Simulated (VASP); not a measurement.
# Mo (Pm-3m) in VASP: a series of runs

The runs below take Mo through single point, with RPBE.

Program: VASP 6.6.1. These are calculated values, not measurements. Logs are shortened: lines on timing, memory, paths and dates and some standing lists are left out, and cuts for length are marked.

## Step 1: The cell of the first run

Symmetry: Pm-3m, No. 221, cubic system. The conventional cell has a = 2.652 Å, b = 2.652 Å, c = 2.652 Å, α = 90.00°, β = 90.00°, γ = 90.00°. Within 3.5 Å of Mo (site symmetry m-3m) lie 6 Mo at 2.65 Å.

## Step 2: Single point, RPBE (volume scaled by 1.04)

INCAR reads:

```
ALGO = Normal
EDIFF = 1E-7
ENCUT = 520
GGA = RP
ISIF = 2
ISMEAR = -1
LASPH = T
LCHARG = F
LREAL = F
LWAVE = F
NBANDS = 13
NELM = 100
PREC = Accurate
SIGMA = 0.1
```

KPOINTS reads:

```
k-points
0
Gamma
  13 13 13
```

POSCAR reads:

```
Mo
1.0
    2.6520612031      0.0000000000      0.0000000000
    0.0000000000      2.6520612031      0.0000000000
    0.0000000000      0.0000000000      2.6520612031
Mo
1
Direct
    0.0000000000      0.0000000000      0.0000000000
```

Potentials or basis: VASP PAW PBE potentials, release 64 (Mo_sv).

Started as:

```
> cat potpaw_PBE.64/Mo_sv/POTCAR > POTCAR
> mpirun -np 1 vasp_std > vasp.out
```

OUTCAR:

```text
EDIFF = 1E-7
   ENCUT = 520
   GGA = RP
   ISIF = 2
   ISMEAR = -1
   LASPH = T
   LREAL = F
   NELM = 100
   PREC = Accurate

 ion  position               nearest neighbor table
   1  0.000  0.000  0.000-

  LATTYP: Found a simple cubic cell.
 ALAT       =     2.6520612031

  Lattice vectors:

 A1 = (   2.6520612031,   0.0000000000,   0.0000000000)
 A2 = (   0.0000000000,   2.6520612031,   0.0000000000)
 A3 = (   0.0000000000,   0.0000000000,   2.6520612031)

Analysis of symmetry for initial positions (statically):
=====================================================================
 Subroutine PRICEL returns:
 Original cell was already a primitive cell.

 Routine SETGRP: Setting up the symmetry group for a
 simple cubic supercell.

 Subroutine GETGRP returns: Found 48 space group operations
 (whereof 48 operations were pure point group operations)
 out of a pool of 48 trial point group operations.

The static configuration has the point symmetry O_h .

Analysis of symmetry for dynamics (positions and initial velocities):
=====================================================================
 Subroutine PRICEL returns:
 Original cell was already a primitive cell.

 Routine SETGRP: Setting up the symmetry group for a
 simple cubic supercell.

 Subroutine GETGRP returns: Found 48 space group operations
 (whereof 48 operations were pure point group operations)
 out of a pool of 48 trial point group operations.

The dynamic configuration has the point symmetry O_h .

 Subroutine INISYM returns: Found 48 space group operations
 (whereof 48 operations are pure point group operations),
 and found     1 'primitive' translations

----------------------------------------------------------------------------------------

                                     Primitive cell

  volume of cell :      18.6531

  direct lattice vectors                    reciprocal lattice vectors
     2.652061203  0.000000000  0.000000000     0.377065205  0.000000000  0.000000000
     0.000000000  2.652061203  0.000000000     0.000000000  0.377065205  0.000000000
     0.000000000  0.000000000  2.652061203     0.000000000  0.000000000  0.377065205

  length of vectors
     2.652061203  2.652061203  2.652061203     0.377065205  0.377065205  0.377065205

  position of ions in fractional coordinates (direct lattice)
     0.000000000  0.000000000  0.000000000

  ion indices of the primitive-cell ions
   primitive index   ion index
                 1           1
[... 73 lines left out ...]
   LREAL  =      F    real-space projection
   EDIFFG = 0.1E-05   stopping-criterion for IOM
   NSW    =      0    number of steps for IOM
   IBRION =     -1    ionic relax: 0-MD 1-quasi-New 2-CG
   NFREE  =      0    steps in history (QN), initial steepest desc. (CG)
   ISIF   =      2    stress and relaxation
   ISYM   =      2    0-nonsym 1-usesym 2-fastsym
   POTIM  = 0.5000    time-step for ionic-motion
   TEBEG  =    0.0;   TEEND  =   0.0 temperature during run
   PSTRESS=    0.0 pullay stress
   NELECT =      14.0000    total number of electrons
   NUPDOWN=      -1.0000    fix difference up-down
   EMIN   =  10.00;   EMAX   =-10.00  energy-range for DOS
   EFERMI =   0.00;   METHOD = LEGACY
   ISMEAR =    -1;   SIGMA  =   0.10  broadening in eV -4-tet -1-fermi 0-gaus
   EFERMI_NEDOS =   21; number of points for ismear=-14 and -15
   IALGO  =     38    algorithm
   IMIX   =      4    mixing-type and parameters
     AMIX     =   0.40;   BMIX     =  1.00
     AMIX_MAG =   1.60;   BMIX_MAG =  1.00
  volume/ion in A,a.u.               =      18.65       125.88
  Fermi-wavevector in a.u.,A,eV,Ry     =   1.487764  2.811466 30.115692  2.213441
  Thomas-Fermi vector in A             =   2.600883
   LORBIT       =      0    0 simple, 1 ext, 2 COOP (PROOUT), +10 PAW based schemes
   GGA     = RP    functional components
   LHFCALC =     F    Hartree Fock is set to
   AEXX    =    0.0000 exact exchange contribution
   IVDW    =     0    specifies the selected vdW correction
   LEPSILON=     F    determine dielectric tensor
   LRPA    =     F    only Hartree local field effects (RPA)
 non-spin polarized calculation
  energy-cutoff  :      520.00
  volume of cell :       18.65
 maximum number of plane-waves:       517
 NGX is ok and might be reduce to    20
   NGX =  9   NGY =  9   NGZ =  9

 number of electron      14.0000007 magnetization

 Free energy of the ion-electron system (eV)
  ---------------------------------------------------
  ext. energy  EPLUGINS =         0.00000000
  ---------------------------------------------------
  free energy    TOTEN  =        -9.23883109 eV

  energy without entropy =       -9.20958828  energy(sigma->0) =       -9.22420969

 E-fermi :   9.9325     XC(G=0): -12.2060

 val. band max:        9.9266614033   @ k =   0.3077   0.2308   0.2308
 cond. band min:       9.9415802288   @ k =   0.4615   0.0000   0.0000
 fundamental gap:      0.0149188255
 Fermi energy:         9.9324745939

 k-point     1 :       0.0000    0.0000    0.0000
  band No.  band energies     occupation
      1     -51.1787      2.00000
      2     -24.5768      2.00000
      3     -24.5768      2.00000
      4     -24.5768      2.00000
      5       3.6756      2.00000
      6       6.0633      2.00000
      7       6.0633      2.00000
      8      13.4433      0.00000
      9      13.4433      0.00000
     10      13.4433      0.00000
     11      24.9433      0.00000
     12      24.9433      0.00000
     13      24.9433      0.00000
[... 354 lines left out ...]
  band No.  band energies     occupation
      1     -50.9378      2.00000
      2     -25.5534      2.00000
      3     -25.2947      2.00000
      4     -24.4062      2.00000
      5       6.2116      2.00000
      6       7.2866      2.00000
      7      10.8192      0.00028
      8      11.1991      0.00001
      9      11.7922      0.00000
     10      12.7388      0.00000
     11      18.9441      0.00000
     12      23.6688      0.00000
     13      26.4870      0.00000

 [... further k-points ...]
[... 5 lines left out ...]
  --------------------------------------------------------------------------------------
  -------------------------------------------------------------------------------------
  Total       -0.8169961     -0.8169961     -0.8169961      0.0000000     -0.0000000      0.0000000
  in kB      -70.1746024    -70.1746024    -70.1746024      0.0000000     -0.0000000      0.0000000
  external PRESSURE =     -70.1746024 kB  Pullay stress =       0.0000000 kB

 VOLUME and BASIS-vectors are now :
 -----------------------------------------------------------------------------
  energy-cutoff  :      520.00
  volume of cell :       18.65
      direct lattice vectors                 reciprocal lattice vectors
     2.652061203  0.000000000  0.000000000     0.377065205  0.000000000  0.000000000
     0.000000000  2.652061203  0.000000000     0.000000000  0.377065205  0.000000000
     0.000000000  0.000000000  2.652061203     0.000000000  0.000000000  0.377065205

 POSITION                                       TOTAL-FORCE (eV/Angst)
 -----------------------------------------------------------------------------------
      0.00000      0.00000      0.00000         0.000000      0.000000      0.000000
 -----------------------------------------------------------------------------------
    total drift:                               -0.000000      0.000000      0.000000

  FREE ENERGIE OF THE ION-ELECTRON SYSTEM (eV)
  ---------------------------------------------------
  free  energy   TOTEN  =        -9.2388310916 eV

  energy  without entropy=       -9.2095882790  energy(sigma->0) =       -9.22420969
```

Run time: 8 s. Hardware: 1 thread of Intel Xeon 6975P-C (Granite Rapids), shared host; peak memory 0.13 GiB.

Results:

```
Free energy            : -9.2388 eV
Pressure               : -7.0 GPa
Band gap on the k mesh : zero (band 7 reaches 11.27 eV, above the bottom of band 8 at 9.31 eV)
```

Levels at points of the mesh, in eV from the Fermi level:
```tsv
k point	band 5	band 6	band 7	band 8	band 9	band 10
(0.00, 0.00, 0.00)	-6.26	-3.87	-3.87	3.51	3.51	3.51
```

Caveat: the PAW data sets were made with another functional, which shifts forces and pressure a little.

## Step 3: Single point, RPBE (volume scaled by 1.08)

INCAR reads:

```
SYSTEM = Mo
PREC = Accurate
ENCUT = 520
EDIFF = 1E-6
ISMEAR = -1
SIGMA = 0.1
LREAL = .FALSE.
LASPH = .TRUE.
NELM = 60
ALGO = Normal
ISIF = 2
LWAVE = .FALSE.
LCHARG = .TRUE.
GGA = RP
LELF = .TRUE.
LVHAR = .TRUE.
NBANDS = 13
```

KPOINTS reads:

```
regular mesh
0
G
  13 13 13
  0 0 0
```

POSCAR reads:

```
Mo
1.0
    2.6856351623      0.0000000000      0.0000000000
    0.0000000000      2.6856351623      0.0000000000
    0.0000000000      0.0000000000      2.6856351623
Mo
1
Direct
    0.0000000000      0.0000000000      0.0000000000
```

Potentials or basis: VASP PAW PBE potentials, release 64 (Mo_sv).

Started as:

```
> cat potpaw_PBE.64/Mo_sv/POTCAR > POTCAR
> mpirun -np 1 vasp_std > vasp.out
```

Wall time 8.5 s (1 thread of Intel Xeon 6975P-C (Granite Rapids), shared host); peak memory 0.13 GiB.

It converged, with:

```yaml
Free_energy: -9.1955 eV
Pressure: -12.3 GPa
Band_gap_on_the_k_mesh: zero (band 7 reaches 10.71 eV, above the bottom of band 8 at 8.82 eV)
```

Levels at points of the mesh, in eV from the Fermi level:
```tsv
k point	band 3	band 4	band 5	band 6	band 7	band 8	band 9	band 10	band 11	band 12
(0.00, 0.00, 0.00)	-34.57	-34.57	-6.13	-3.69	-3.69	3.32	3.32	3.32	14.70	14.70
```

Caveat: the PAW data sets were made with another functional, which shifts forces and pressure a little.

## Step 4: Single point, RPBE (volume scaled by 1.12)

INCAR reads:

```
PREC = Accurate
ENCUT = 520
EDIFF = 1E-6
ISMEAR = -1
SIGMA = 0.1
LREAL = F
LASPH = T
NELM = 80
ALGO = Normal
ISIF = 2
LWAVE = F
LCHARG = F
GGA = RP
NBANDS = 13
```

KPOINTS reads:

```
regular mesh
0
Gamma
  13 13 13
```

POSCAR reads:

```
Mo
1.0
    2.7183900388      0.0000000000      0.0000000000
    0.0000000000      2.7183900388      0.0000000000
    0.0000000000      0.0000000000      2.7183900388
Mo
1
Direct
    0.0000000000      0.0000000000      0.0000000000
```

Started as:

```
> cat potpaw_PBE.64/Mo_sv/POTCAR > POTCAR
> mpirun -np 1 vasp_std > vasp.out
```

It took 7.8 s on 1 thread of Intel Xeon 6975P-C (Granite Rapids), shared host; peak memory 0.13 GiB.

The run converged. Its results:

| Property | Result |
| --- | --- |
| Free energy | -9.1309 eV |
| Pressure | -16.5 GPa |
| Band gap on the k mesh | zero (band 7 reaches 10.18 eV, above the bottom of band 8 at 8.38 eV) |

Levels at points of the mesh, in eV from the Fermi level:
```
           k point  band 5  band 6  band 7  band 8  band 9  band 10
(0.00, 0.00, 0.00)   -6.00   -3.52   -3.52    3.15    3.15     3.15
```

Caveat: the PAW data sets were made with another functional, which shifts forces and pressure a little.

## Step 5: Overview

| cell | gap on the mesh (eV) | pressure (GPa) |
| --- | --- | --- |
| a = 2.652 Å, 1 atom | none | -7.0 |
| a = 2.686 Å, 1 atom | none | -12.3 |
| a = 2.718 Å, 1 atom | none | -16.5 |

Alike in all rows: task single point; level RPBE; potentials or basis VASP PAW PBE potentials, release 64 (Mo_sv); no spin polarisation; k mesh 13 × 13 × 13; cutoff (eV) 520; smearing fermi-dirac 0.1 eV.

Caveats: the PAW data sets were made with another functional, which shifts forces and pressure a little.

Absolute energies hang on the potentials; compare differences alone.
